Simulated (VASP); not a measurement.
# Pt (P-3m1) in VASP: single point with PBE

Aim: the single point of Pt with PBE.

Everything below comes from runs of VASP 6.6.1. Logs are shortened: lines on timing, memory, paths and dates and some standing lists are left out, and cuts for length are marked.

## 1. The cell of the first run

The structure is trigonal, space group P-3m1 (No. 164). The conventional cell has a = 2.807 Å, b = 2.807 Å, c = 14.253 Å, α = 90.00°, β = 90.00°, γ = 120.00°. Within 3.7 Å of Pt (site symmetry 3m) lie 12 Pt at 2.81 to 3.23 Å. Pt (site symmetry 3m) has 12 Pt at 2.81 Å within 3.7 Å. Within 3.7 Å of Pt (site symmetry 3m) lie 12 Pt at 2.81 Å.

## 2. Single point, PBE (the distance across one plane changed)

INCAR

```
PREC = Accurate
ENCUT = 520
EDIFF = 1E-7
ISMEAR = 0
SIGMA = 0.15
LREAL = F
LASPH = T
NELM = 100
ALGO = Fast
ISIF = 2
LWAVE = F
LCHARG = F
GGA = PE
NBANDS = 39
```

KPOINTS

```
Automatic mesh
0
Gamma
  24 24 5
```

POSCAR

```
Pt
1.0
    1.9850550545     -1.9850550545      0.0000000000
    1.9850550545      0.0000000000     -1.9850550545
    8.2288953525      8.2288953525      8.2288953525
Pt
6
Direct
    0.6666666667      0.6666666667      0.0803938625
    0.0000000000      0.0000000000      0.8844933069
    0.3333333333      0.3333333333      0.2412137514
    0.6666666667      0.6666666667      0.5628535291
    0.0000000000      0.0000000000      0.4020336402
    0.3333333333      0.3333333333      0.7236734180
```

Potentials or basis: VASP PAW PBE potentials, release 64 (Pt).

Started as:

```sh
> cat potpaw_PBE.64/Pt/POTCAR > POTCAR
> mpirun -np 1 vasp_std > vasp.out
```

OUTCAR:

```text
PREC = Accurate
   ENCUT = 520
   EDIFF = 1E-7
   ISMEAR = 0
   LREAL = F
   LASPH = T
   NELM = 100
   ISIF = 2
   GGA = PE

 ion  position               nearest neighbor table
   1  0.667  0.667  0.080-   3 2.81   3 2.81   3 2.81   2 3.23   2 3.23   2 3.23
   2  0.000  0.000  0.884-   6 2.81   6 2.81   6 2.81   1 3.23   1 3.23   1 3.23
   3  0.333  0.333  0.241-   5 2.81   5 2.81   5 2.81   1 2.81   1 2.81   1 2.81
   4  0.667  0.667  0.563-   6 2.81   6 2.81   5 2.81   5 2.81   5 2.81   6 2.81
   5  0.000  0.000  0.402-   3 2.81   3 2.81   3 2.81   4 2.81   4 2.81   4 2.81
   6  0.333  0.333  0.724-   4 2.81   4 2.81   2 2.81   2 2.81   2 2.81   4 2.81

  LATTYP: Found a hexagonal cell.
 ALAT       =     2.8072917801
 C/A-ratio  =     5.0770870850

  Lattice vectors:

 A1 = (  -1.9850550545,   0.0000000000,   1.9850550545)
 A2 = (   1.9850550545,  -1.9850550545,   0.0000000000)
 A3 = (   8.2288953525,   8.2288953525,   8.2288953525)

Analysis of symmetry for initial positions (statically):
=====================================================================
 Subroutine PRICEL returns:
 Original cell was already a primitive cell.

 Routine SETGRP: Setting up the symmetry group for a
 hexagonal supercell.

 Subroutine GETGRP returns: Found 12 space group operations
 (whereof  6 operations were pure point group operations)
 out of a pool of 24 trial point group operations.

The static configuration has the point symmetry C_3v.
 The point group associated with its full space group is D_3d.

Analysis of symmetry for dynamics (positions and initial velocities):
=====================================================================
 Subroutine PRICEL returns:
 Original cell was already a primitive cell.

 Routine SETGRP: Setting up the symmetry group for a
 hexagonal supercell.

 Subroutine GETGRP returns: Found 12 space group operations
 (whereof  6 operations were pure point group operations)
 out of a pool of 24 trial point group operations.

The dynamic configuration has the point symmetry C_3v.
 The point group associated with its full space group is D_3d.

 Subroutine INISYM returns: Found 12 space group operations
 (whereof  6 operations are pure point group operations),
 and found     1 'primitive' translations

----------------------------------------------------------------------------------------

                                     Primitive cell

  volume of cell :      97.2765

  direct lattice vectors                    reciprocal lattice vectors
     1.985055055 -1.985055055  0.000000000     0.167921455 -0.335842910  0.167921455
     1.985055055  0.000000000 -1.985055055     0.167921455  0.167921455 -0.335842910
     8.228895353  8.228895353  8.228895353     0.040507665  0.040507665  0.040507665

  length of vectors
     2.807291780  2.807291780 14.252864841     0.411321882  0.411321882  0.070161333

  position of ions in fractional coordinates (direct lattice)
     0.666666667  0.666666667  0.080393863
     0.000000000  0.000000000  0.884493307
     0.333333333  0.333333333  0.241213751
     0.666666667  0.666666667  0.562853529
     0.000000000  0.000000000  0.402033640
     0.333333333  0.333333333  0.723673418

  ion indices of the primitive-cell ions
   primitive index   ion index
                 1           1
                 2           2
                 3           3
                 4           4
                 5           5
                 6           6

----------------------------------------------------------------------------------------

 KPOINTS: Automatic mesh

Automatic generation of k-mesh.
 Grid dimensions read from file:
 generate k-points for:   24   24    5

 Generating k-lattice:

  Cartesian coordinates                     Fractional coordinates (reciprocal lattice)
     0.006996727 -0.013993455  0.006996727     0.041666667  0.000000000  0.000000000
     0.006996727  0.006996727 -0.013993455     0.000000000  0.041666667  0.000000000
     0.008101533  0.008101533  0.008101533     0.000000000  0.000000000  0.200000000

  Length of vectors
     0.017138412  0.017138412  0.014032267

  Shift w.r.t. Gamma in fractional coordinates (k-lattice)
     0.000000000  0.000000000  0.000000000

 Subroutine IBZKPT returns following result:
 ===========================================

 Found    279 irreducible k-points:

 Following reciprocal coordinates:
            Coordinates               Weight
  0.000000  0.000000  0.000000      1.000000
  0.041667  0.000000  0.000000      6.000000
  0.083333  0.000000  0.000000      6.000000
  0.125000  0.000000  0.000000      6.000000
  0.166667  0.000000  0.000000      6.000000
  0.208333  0.000000  0.000000      6.000000
[... 16 lines left out ...]
  0.458333  0.041667  0.000000     12.000000
  0.500000  0.041667  0.000000     12.000000
 [... further k-points ...]
   k-points           NKPTS =    279   k-points in BZ     NKDIM =    279   number of bands    NBANDS=     39
   number of dos      NEDOS =    301   number of ions     NIONS =      6
   total plane-waves  NPLWV =  62208
   dimension x,y,z NGX =    24 NGY =   24 NGZ =  108
   dimension x,y,z NGXF=    48 NGYF=   48 NGZF=  216
   ions per type =               6
   NGX,Y,Z   is equivalent  to a cutoff of  14.21, 14.21, 12.60 a.u.
   NGXF,Y,Z  is equivalent  to a cutoff of  28.43, 28.43, 25.19 a.u.
 SYSTEM =  unknown system
   PREC   = accura    normal or accurate (medium, high low for compatibility)
   ISTART =      0    job   : 0-new  1-cont  2-samecut
   ICHARG =      2    charge: 1-file 2-atom 10-const
   ISPIN  =      1    spin polarized calculation?
   LNONCOLLINEAR =      F non collinear calculations
   LSORBIT =      F    spin-orbit coupling
   LASPH  =      T    aspherical Exc in radial PAW
   ENCUT  =  520.0 eV  38.22 Ry    6.18 a.u.   5.22  5.22 26.50*2*pi/ulx,y,z
   NELM   =    100;   NELMIN=  2; NELMDL= -5     # of ELM steps
   EDIFF  = 0.1E-06   stopping-criterion for ELM
   LREAL  =      F    real-space projection
   EDIFFG = 0.1E-05   stopping-criterion for IOM
   NSW    =      0    number of steps for IOM
   IBRION =     -1    ionic relax: 0-MD 1-quasi-New 2-CG
   NFREE  =      0    steps in history (QN), initial steepest desc. (CG)
   ISIF   =      2    stress and relaxation
   ISYM   =      2    0-nonsym 1-usesym 2-fastsym
   POTIM  = 0.5000    time-step for ionic-motion
   TEBEG  =    0.0;   TEEND  =   0.0 temperature during run
   PSTRESS=    0.0 pullay stress
   NELECT =      60.0000    total number of electrons
   NUPDOWN=      -1.0000    fix difference up-down
   EMIN   =  10.00;   EMAX   =-10.00  energy-range for DOS
   EFERMI =   0.00;   METHOD = LEGACY
   ISMEAR =     0;   SIGMA  =   0.15  broadening in eV -4-tet -1-fermi 0-gaus
   EFERMI_NEDOS =   21; number of points for ismear=-14 and -15
   IALGO  =     68    algorithm
   IMIX   =      4    mixing-type and parameters
     AMIX     =   0.40;   BMIX     =  1.00
     AMIX_MAG =   1.60;   BMIX_MAG =  1.00
  volume/ion in A,a.u.               =      16.21       109.41
  Fermi-wavevector in a.u.,A,eV,Ry     =   1.393550  2.633428 26.422271  1.941982
  Thomas-Fermi vector in A             =   2.517185
   LORBIT       =      0    0 simple, 1 ext, 2 COOP (PROOUT), +10 PAW based schemes
   GGA     = PE    functional components
   LHFCALC =     F    Hartree Fock is set to
   AEXX    =    0.0000 exact exchange contribution
   IVDW    =     0    specifies the selected vdW correction
   LEPSILON=     F    determine dielectric tensor
   LRPA    =     F    only Hartree local field effects (RPA)
 non-spin polarized calculation
 RMM-DIIS sequential band-by-band and
 Gauss-broadening in eV      SIGMA  =   0.15
  energy-cutoff  :      520.00
  volume of cell :       97.28
 maximum number of plane-waves:      2645
 NGX is ok and might be reduce to    24
   NGX = 11   NGY = 11   NGZ = 53

 number of electron      59.9999996 magnetization

 Free energy of the ion-electron system (eV)
  ---------------------------------------------------
  ext. energy  EPLUGINS =         0.00000000
  ---------------------------------------------------
  free energy    TOTEN  =       -36.25913965 eV

  energy without entropy =      -36.11957850  energy(sigma->0) =      -36.18935908

 E-fermi :   9.9393     XC(G=0): -13.0381

 val. band max:        9.9388340594   @ k =   0.4167  -0.4583   0.2000
 cond. band min:       9.9398368651   @ k =   0.3750   0.1250  -0.0000
 fundamental gap:      0.0010028057
 Fermi energy:         9.9392665193

 k-point     1 :       0.0000    0.0000    0.0000
  band No.  band energies     occupation
      1       0.3306      2.00000
      2       1.1512      2.00000
      3       1.6502      2.00000
      4       2.8484      2.00000
      5       2.9616      2.00000
      6       3.1806      2.00000
[... 31 lines left out ...]
     38      18.5005      0.00000
     39      19.7089      0.00000

 k-point     2 :       0.0417    0.0000    0.0000
  band No.  band energies     occupation
      1       0.3905      2.00000
      2       1.2090      2.00000
      3       1.7081      2.00000
      4       2.9062      2.00000
      5       3.0200      2.00000
      6       3.2365      2.00000
[... 31 lines left out ...]
     38      18.5368      0.00000
     39      19.7255      0.00000

 k-point     3 :       0.0833    0.0000    0.0000
  band No.  band energies     occupation
      1       0.5679      2.00000
      2       1.3789      2.00000
      3       1.8780      2.00000
      4       3.0743      2.00000
      5       3.1911      2.00000
      6       3.3997      2.00000
[... 31 lines left out ...]
     38      18.6456      0.00000
     39      19.7736      0.00000

 k-point     4 :       0.1250    0.0000    0.0000
  band No.  band energies     occupation
      1       0.8553      2.00000
      2       1.6500      2.00000
      3       2.1478      2.00000
      4       3.3334      2.00000
      5       3.4616      2.00000
      6       3.6542      2.00000
[... 31 lines left out ...]
     38      18.8246      0.00000
     39      19.8500      0.00000
[... 754 lines left out ...]
     38      16.3128      0.00000
     39      17.3470      0.00000

 k-point    23 :       0.4583    0.0417    0.0000
  band No.  band energies     occupation
      1       3.2064      2.00000
      2       3.4912      2.00000
      3       3.7295      2.00000
      4       3.8741      2.00000
      5       3.9178      2.00000
      6       4.2302      2.00000
[... 31 lines left out ...]
     38      16.1491      0.00000
     39      16.4224      0.00000

 k-point    24 :       0.5000    0.0417    0.0000
  band No.  band energies     occupation
      1       3.2045      2.00000
      2       3.4422      2.00000
      3       3.7713      2.00000
      4       3.8451      2.00000
      5       3.8608      2.00000
      6       4.1779      2.00000
[... 31 lines left out ...]
     38      15.6647      0.00000
     39      16.6624      0.00000

 [... further k-points ...]
[... 5 lines left out ...]
  --------------------------------------------------------------------------------------
  -------------------------------------------------------------------------------------
  Total       -2.9515312     -2.9515312     -2.9515312     -0.2663825     -0.2663825     -0.2663825
  in kB      -48.6127353    -48.6127353    -48.6127353     -4.3874118     -4.3874118     -4.3874118
  external PRESSURE =     -48.6127353 kB  Pullay stress =       0.0000000 kB

 VOLUME and BASIS-vectors are now :
 -----------------------------------------------------------------------------
  energy-cutoff  :      520.00
  volume of cell :       97.28
      direct lattice vectors                 reciprocal lattice vectors
     1.985055055 -1.985055055  0.000000000     0.167921455 -0.335842910  0.167921455
     1.985055055  0.000000000 -1.985055055     0.167921455  0.167921455 -0.335842910
     8.228895353  8.228895353  8.228895353     0.040507665  0.040507665  0.040507665

 POSITION                                       TOTAL-FORCE (eV/Angst)
 -----------------------------------------------------------------------------------
      3.30829     -0.66182     -0.66182        -0.628855     -0.628855     -0.628855
      7.27840      7.27840      7.27840         0.628855      0.628855      0.628855
      3.30829      1.32324      1.32324         0.043927      0.043927      0.043927
      7.27840      3.30829      3.30829         0.008522      0.008522      0.008522
      3.30829      3.30829      3.30829        -0.008522     -0.008522     -0.008522
      7.27840      5.29335      5.29335        -0.043927     -0.043927     -0.043927
 -----------------------------------------------------------------------------------
    total drift:                                0.000004      0.000004      0.000004

  FREE ENERGIE OF THE ION-ELECTRON SYSTEM (eV)
  ---------------------------------------------------
  free  energy   TOTEN  =       -36.2591396542 eV

  energy  without entropy=      -36.1195784993  energy(sigma->0) =      -36.18935908
```

Run time: 9.7 min. Hardware: 1 thread of Intel Xeon 6975P-C (Granite Rapids), shared host; peak memory 0.79 GiB.

Results:

```yaml
Free_energy: -36.2591 eV
Pressure: -4.9 GPa
Largest_force: 1.089 eV/Å
Band_gap_on_the_k_mesh: zero (bands 30 and 31 overlap by 1.40 eV)
```

Forces on the atoms (eV/Å):
```
Pt  -0.629 -0.629 -0.629
Pt   0.629  0.629  0.629
Pt   0.044  0.044  0.044
Pt   0.009  0.009  0.009
Pt  -0.009 -0.009 -0.009
Pt  -0.044 -0.044 -0.044
```

Levels at points of the mesh, in eV from the Fermi level:
| k point | band 28 | band 29 | band 30 | band 31 | band 32 | band 33 |
| --- | --- | --- | --- | --- | --- | --- |
| (0.00, 0.00, 0.00) | -1.32 | -1.32 | -0.77 | -0.77 | -0.48 | -0.48 |
| (0.50, 0.00, 0.00) | 0.32 | 0.40 | 0.41 | 0.47 | 1.95 | 2.31 |

Caveat: the cell differs from its parent crystal (the distance across one plane changed); the cell stands under tension; spin-orbit coupling is left out, which moves the levels of the heavy elements; forces of over 1 eV/Å act on the atoms, so gaps and moduli don't describe the material at rest.
